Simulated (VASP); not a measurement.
# HfN (I4/mmm) in VASP: single point with PBE

Aim: the single point of HfN with PBE.

Everything below comes from runs of VASP 6.6.1. Logs are shortened: lines on timing, memory, paths and dates and some standing lists are left out, and cuts for length are marked.

## Step 1: The cell of the first run

It takes space group I4/mmm (No. 139, tetragonal). Conventional cell: a = 3.143 Å, b = 3.143 Å, c = 4.667 Å, α = 90.00°, β = 90.00°, γ = 90.00°. Hf (site symmetry 4/mmm) has 6 N at 2.22 to 2.33 Å within 2.9 Å. Within 2.9 Å of N (site symmetry 4/mmm) lie 6 Hf at 2.22 to 2.33 Å.

## Step 2: Single point, PBE

Input file INCAR:

```
SYSTEM = HfN
PREC = Accurate
ENCUT = 520
EDIFF = 1E-7
ISMEAR = 0
SIGMA = 0.1
LREAL = .False.
LASPH = .True.
NELM = 60
ALGO = Normal
ISIF = 2
LWAVE = .False.
LCHARG = .True.
GGA = PE
LELF = .True.
LVHAR = .True.
NBANDS = 14
```

Input file KPOINTS:

```
Automatic mesh
0
Gamma
  20 20 20
  0 0 0
```

Input file POSCAR:

```
HfN
1.0
    0.0000000000      2.2225581436      2.3336860508
    2.2225581436      0.0000000000      2.3336860508
    2.2225581436      2.2225581436      0.0000000000
Hf N
1 1
Direct
    0.0000000000      0.0000000000      0.0000000000
    0.5000000000      0.5000000000      0.5000000000
```

Potentials or basis: VASP PAW PBE potentials, release 64 (Hf_pv, N).

The run is started by

```bash
> cat potpaw_PBE.64/Hf_pv/POTCAR potpaw_PBE.64/N/POTCAR > POTCAR
> mpirun -np 1 vasp_std > vasp.out
```

OUTCAR:

```text
SYSTEM = HfN
   PREC = Accurate
   ENCUT = 520
   EDIFF = 1E-7
   ISMEAR = 0
   LREAL = .False.
   LASPH = .True.
   NELM = 60
   ISIF = 2
   GGA = PE

 ion  position               nearest neighbor table
   1  0.000  0.000  0.000-   2 2.22   2 2.22   2 2.22   2 2.22   2 2.33   2 2.33
   2  0.500  0.500  0.500-   1 2.22   1 2.22   1 2.22   1 2.22   1 2.33   1 2.33

  LATTYP: Found a body centered tetragonal cell.
 ALAT       =     3.1431718698
 C/A-ratio  =     1.4849242405

  Lattice vectors:

 A1 = (  -2.2225581436,   0.0000000000,   2.3336860508)
 A2 = (   2.2225581436,   0.0000000000,   2.3336860508)
 A3 = (   0.0000000000,   2.2225581436,  -2.3336860508)

Analysis of symmetry for initial positions (statically):
=====================================================================
 Subroutine PRICEL returns:
 Original cell was already a primitive cell.

 Routine SETGRP: Setting up the symmetry group for a
 body centered tetragonal supercell.

 Subroutine GETGRP returns: Found 16 space group operations
 (whereof 16 operations were pure point group operations)
 out of a pool of 16 trial point group operations.

The static configuration has the point symmetry D_4h.

Analysis of symmetry for dynamics (positions and initial velocities):
=====================================================================
 Subroutine PRICEL returns:
 Original cell was already a primitive cell.

 Routine SETGRP: Setting up the symmetry group for a
 body centered tetragonal supercell.

 Subroutine GETGRP returns: Found 16 space group operations
 (whereof 16 operations were pure point group operations)
 out of a pool of 16 trial point group operations.

The dynamic configuration has the point symmetry D_4h.

 Subroutine INISYM returns: Found 16 space group operations
 (whereof 16 operations are pure point group operations),
 and found     1 'primitive' translations

----------------------------------------------------------------------------------------

                                     Primitive cell

  volume of cell :      23.0557

  direct lattice vectors                    reciprocal lattice vectors
     0.000000000  2.222558144  2.333686051    -0.224965993  0.224965993  0.214253327
     2.222558144  0.000000000  2.333686051     0.224965993 -0.224965993  0.214253327
     2.222558144  2.222558144  0.000000000     0.224965993  0.224965993 -0.214253327

  length of vectors
     3.222709308  3.222709308  3.143171870     0.383567314  0.383567314  0.383567314

  position of ions in fractional coordinates (direct lattice)
     0.000000000  0.000000000  0.000000000
     0.500000000  0.500000000  0.500000000

  ion indices of the primitive-cell ions
   primitive index   ion index
                 1           1
                 2           2

----------------------------------------------------------------------------------------

 KPOINTS: Automatic mesh

Automatic generation of k-mesh.
 Grid dimensions read from file:
 generate k-points for:   20   20   20

 Generating k-lattice:

  Cartesian coordinates                     Fractional coordinates (reciprocal lattice)
    -0.011248300  0.011248300  0.010712666     0.050000000 -0.000000000  0.000000000
     0.011248300 -0.011248300  0.010712666    -0.000000000  0.050000000  0.000000000
     0.011248300  0.011248300 -0.010712666     0.000000000  0.000000000  0.050000000

  Length of vectors
     0.019178366  0.019178366  0.019178366

  Shift w.r.t. Gamma in fractional coordinates (k-lattice)
     0.000000000  0.000000000  0.000000000

 Subroutine IBZKPT returns following result:
 ===========================================

 Found    641 irreducible k-points:

 Following reciprocal coordinates:
            Coordinates               Weight
  0.000000  0.000000  0.000000      1.000000
  0.050000  0.000000  0.000000      8.000000
  0.100000 -0.000000  0.000000      8.000000
  0.150000  0.000000  0.000000      8.000000
  0.200000 -0.000000  0.000000      8.000000
  0.250000  0.000000  0.000000      8.000000
[... 16 lines left out ...]
 -0.400000  0.050000  0.000000      8.000000
 -0.350000  0.050000  0.000000      8.000000
 [... further k-points ...]
   k-points           NKPTS =    641   k-points in BZ     NKDIM =    641   number of bands    NBANDS=     14
   number of dos      NEDOS =    301   number of ions     NIONS =      2
   total plane-waves  NPLWV =  13824
   dimension x,y,z NGX =    24 NGY =   24 NGZ =   24
   dimension x,y,z NGXF=    48 NGYF=   48 NGZF=   48
   ions per type =               1   1
   NGX,Y,Z   is equivalent  to a cutoff of  12.38, 12.38, 12.69 a.u.
   NGXF,Y,Z  is equivalent  to a cutoff of  24.76, 24.76, 25.39 a.u.
 SYSTEM =  HfN
   PREC   = accura    normal or accurate (medium, high low for compatibility)
   ISTART =      0    job   : 0-new  1-cont  2-samecut
   ICHARG =      2    charge: 1-file 2-atom 10-const
   ISPIN  =      1    spin polarized calculation?
   LNONCOLLINEAR =      F non collinear calculations
   LSORBIT =      F    spin-orbit coupling
   LASPH  =      T    aspherical Exc in radial PAW
   ENCUT  =  520.0 eV  38.22 Ry    6.18 a.u.   5.99  5.99  5.84*2*pi/ulx,y,z
   NELM   =     60;   NELMIN=  2; NELMDL= -5     # of ELM steps
   EDIFF  = 0.1E-06   stopping-criterion for ELM
   LREAL  =      F    real-space projection
   EDIFFG = 0.1E-05   stopping-criterion for IOM
   NSW    =      0    number of steps for IOM
   IBRION =     -1    ionic relax: 0-MD 1-quasi-New 2-CG
   NFREE  =      0    steps in history (QN), initial steepest desc. (CG)
   ISIF   =      2    stress and relaxation
   ISYM   =      2    0-nonsym 1-usesym 2-fastsym
   POTIM  = 0.5000    time-step for ionic-motion
   TEBEG  =    0.0;   TEEND  =   0.0 temperature during run
   PSTRESS=    0.0 pullay stress
   NELECT =      15.0000    total number of electrons
   NUPDOWN=      -1.0000    fix difference up-down
   EMIN   =  10.00;   EMAX   =-10.00  energy-range for DOS
   EFERMI =   0.00;   METHOD = LEGACY
   ISMEAR =     0;   SIGMA  =   0.10  broadening in eV -4-tet -1-fermi 0-gaus
   EFERMI_NEDOS =   21; number of points for ismear=-14 and -15
   IALGO  =     38    algorithm
   IMIX   =      4    mixing-type and parameters
     AMIX     =   0.40;   BMIX     =  1.00
     AMIX_MAG =   1.60;   BMIX_MAG =  1.00
  volume/ion in A,a.u.               =      11.53        77.79
  Fermi-wavevector in a.u.,A,eV,Ry     =   1.418553  2.680677 27.378918  2.012294
  Thomas-Fermi vector in A             =   2.539667
   LORBIT       =      0    0 simple, 1 ext, 2 COOP (PROOUT), +10 PAW based schemes
   GGA     = PE    functional components
   LHFCALC =     F    Hartree Fock is set to
   AEXX    =    0.0000 exact exchange contribution
   IVDW    =     0    specifies the selected vdW correction
   LEPSILON=     F    determine dielectric tensor
   LRPA    =     F    only Hartree local field effects (RPA)
 non-spin polarized calculation
 Gauss-broadening in eV      SIGMA  =   0.10
  energy-cutoff  :      520.00
  volume of cell :       23.06
 maximum number of plane-waves:       636
   NGX = 11   NGY = 11   NGZ = 11

 number of electron      15.0000001 magnetization

 Free energy of the ion-electron system (eV)
  ---------------------------------------------------
  ext. energy  EPLUGINS =         0.00000000
  ---------------------------------------------------
  free energy    TOTEN  =       -21.70172157 eV

  energy without entropy =      -21.69883879  energy(sigma->0) =      -21.70028018

 E-fermi :   8.4081     XC(G=0): -12.7278

 val. band max:        8.4018313819   @ k =  -0.1000   0.0000   0.0500
 cond. band min:       8.4107443511   @ k =  -0.1500   0.1500   0.0500
 fundamental gap:      0.0089129692
 Fermi energy:         8.4080766527

 k-point     1 :       0.0000    0.0000    0.0000
  band No.  band energies     occupation
      1     -22.8017      2.00000
      2     -22.7355      2.00000
      3     -22.7355      2.00000
      4      -9.1340      2.00000
      5       5.2120      2.00000
      6       5.4333      2.00000
      7       5.4333      2.00000
      8       7.6870      2.00000
      9       8.2397      1.98273
     10       8.2397      1.98273
     11       9.2147      0.00000
     12      10.7208      0.00000
     13      11.0113      0.00000
     14      17.9757      0.00000

 k-point     2 :       0.0500    0.0000    0.0000
  band No.  band energies     occupation
      1     -22.8128      2.00000
      2     -22.7536      2.00000
      3     -22.7368      2.00000
      4      -9.0754      2.00000
      5       5.0006      2.00000
      6       5.2139      2.00000
      7       5.2796      2.00000
      8       7.7987      2.00000
      9       8.3047      1.85629
     10       8.3171      1.80180
     11       9.4177      0.00000
     12      10.9263      0.00000
     13      11.1934      0.00000
     14      18.1745      0.00000

 k-point     3 :       0.1000   -0.0000    0.0000
  band No.  band energies     occupation
      1     -22.8666      2.00000
      2     -22.7834      2.00000
      3     -22.7405      2.00000
      4      -8.9044      2.00000
      5       4.4027      2.00000
      6       4.7670      2.00000
      7       4.8906      2.00000
      8       8.0621      2.00000
      9       8.4449      0.60210
     10       8.5310      0.08208
     11       9.9650      0.00000
     12      11.4843      0.00000
     13      11.6892      0.00000
     14      18.7420      0.00000
[... 324 lines left out ...]
 k-point    23 :      -0.4000    0.0500    0.0000
  band No.  band energies     occupation
      1     -23.6577      2.00000
      2     -22.9160      2.00000
      3     -22.7797      2.00000
      4      -6.6056      2.00000
      5      -0.1533      2.00000
      6       2.2899      2.00000
      7       2.3350      2.00000
      8      10.6591      0.00000
      9      11.4414      0.00000
     10      12.1742      0.00000
     11      13.3667      0.00000
     12      15.8338      0.00000
     13      17.4988      0.00000
     14      20.4966      0.00000

 k-point    24 :      -0.3500    0.0500    0.0000
  band No.  band energies     occupation
      1     -23.5747      2.00000
      2     -22.9074      2.00000
      3     -22.7708      2.00000
      4      -6.8987      2.00000
      5       0.2908      2.00000
      6       2.4577      2.00000
      7       2.5531      2.00000
      8      10.0171      0.00000
      9      10.9105      0.00000
     10      11.7560      0.00000
     11      13.2223      0.00000
     12      15.4570      0.00000
     13      16.8622      0.00000
     14      20.5513      0.00000

 [... further k-points ...]
[... 5 lines left out ...]
  --------------------------------------------------------------------------------------
  -------------------------------------------------------------------------------------
  Total        1.7476922      1.7476922     -1.5454080      0.0000000      0.0000000      0.0000000
  in kB      121.4498112    121.4498112   -107.3927700      0.0000000      0.0000000      0.0000000
  external PRESSURE =      45.1689508 kB  Pullay stress =       0.0000000 kB

 VOLUME and BASIS-vectors are now :
 -----------------------------------------------------------------------------
  energy-cutoff  :      520.00
  volume of cell :       23.06
      direct lattice vectors                 reciprocal lattice vectors
     0.000000000  2.222558144  2.333686051    -0.224965993  0.224965993  0.214253327
     2.222558144  0.000000000  2.333686051     0.224965993 -0.224965993  0.214253327
     2.222558144  2.222558144  0.000000000     0.224965993  0.224965993 -0.214253327

 POSITION                                       TOTAL-FORCE (eV/Angst)
 -----------------------------------------------------------------------------------
      0.00000      0.00000      0.00000         0.000000      0.000000      0.000000
      2.22256      2.22256      2.33369         0.000000      0.000000     -0.000000
 -----------------------------------------------------------------------------------
    total drift:                                0.000000     -0.000000     -0.000000

  FREE ENERGIE OF THE ION-ELECTRON SYSTEM (eV)
  ---------------------------------------------------
  free  energy   TOTEN  =       -21.7017215673 eV

  energy  without entropy=      -21.6988387852  energy(sigma->0) =      -21.70028018
```

It took 72 s on 1 thread of Intel Xeon Platinum 8488C (Sapphire Rapids), shared host; peak memory 0.32 GiB.

What came out:

| Quantity | Value |
| --- | --- |
| Free energy | -21.7017 eV |
| Pressure | 4.5 GPa |
| Band gap on the k mesh | zero (an odd number of electrons rules out a gap without spin polarisation) |

Caveat: the stress differs along the axes, from -11 to 12 GPa; spin-orbit coupling is left out, which moves the levels of the heavy elements.
